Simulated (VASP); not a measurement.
# C: single point with PBE

C:

```
C
1.0
     0.00000    1.78565    1.78565
     1.78565    0.00000    1.78565
     1.78565    1.78565    0.00000
C
2
Direct
  0.50000 0.50000 0.50000
  0.75000 0.75000 0.75000
```

```json
{"Program": "VASP 6.6.1", "Task": "single point", "Functional": "PBE", "Potentials or basis": "VASP PAW PBE potentials, release 64 (C)", "Cutoff": "600 eV", "k mesh": "8 × 8 × 8", "Occupations": "gaussian, width 0.1 eV", "Spin": "no spin polarisation", "Dipole correction": "no", "Further INCAR settings": "ALGO = Normal; EDIFF = 1e-06; NBANDS = 11"}
```

- Pressure: 0.1 GPa
- Band gap on the k mesh: 4.12 eV, indirect (least direct gap 5.58 eV)

Levels at points of the mesh, in eV from the valence-band top:
| k point | band 1 | band 2 | band 3 | band 4 | band 5 | band 6 | band 7 | band 8 | band 9 |
| --- | --- | --- | --- | --- | --- | --- | --- | --- | --- |
| (0.00, 0.00, 0.00) | -21.43 | 0.00 | 0.00 | 0.00 | 5.58 | 5.58 | 5.58 | 13.24 | 19.25 |
| (0.50, 0.00, 0.00) | -15.67 | -13.33 | -2.79 | -2.79 | 8.44 | 8.44 | 8.80 | 15.66 | 21.83 |
| (0.50, 0.50, 0.00) | -12.74 | -12.74 | -6.28 | -6.28 | 4.75 | 4.75 | 16.75 | 16.75 | 23.15 |

Wall time 9 s on 1 thread of Intel Xeon 8259CL (shared host), peak memory 0.12 GiB.

A k mesh can miss the band edges.
